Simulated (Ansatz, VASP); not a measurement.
**Two plane-wave programs on SnO2**

```xyz
12
Lattice="3.2375 1.8692 4.2929 -3.2375 1.8692 4.2929 0.0000 -3.7384 4.2929" Properties=species:S:1:pos:R:3 pbc="T T T"
Sn    0.0000    0.0000   11.1373
Sn    0.0000   -1.8692    6.8444
Sn   -1.6188    0.9346    6.8444
Sn    1.6188    0.9346    6.8444
O    -1.6188   -0.9346    5.8534
O     1.6188   -0.9346    5.8534
O     0.0000    1.8692    5.8534
O     0.0000    0.0000    7.8354
O     0.0000    0.0000    1.5605
O     0.0000   -1.8692    3.5425
O    -1.6188    0.9346    3.5425
O     1.6188    0.9346    3.5425
```

Alike in both runs: functional PBE; dispersion D3(BJ); k mesh 6 × 6 × 6; occupations gaussian, width 0.02 eV; no spin polarisation.

Ansatz relaxed the structure, and its values are those at the end. VASP's run is a single point on that final structure, the one shown.

```csv
,VASP,Ansatz
version,VASP 6.6.1,Ansatz 0.2.0
potentials or method,"VASP PAW PBE potentials, release 64 (Sn_d, O), cutoff 520 eV","scalar-relativistic, plane waves, PAW"
valence electrons in the cell,104,104
```

```tsv
	VASP	Ansatz	Ansatz less VASP
gap on the k mesh at the Fermi level (eV)	1.55	1.57	+0.021
least direct gap on the mesh (eV)	1.55	1.57	+0.021
pressure (GPa)	0.6	0.0	-0.61
rms of the force components (eV/Å)	0.023	0.000	-0.0231
```
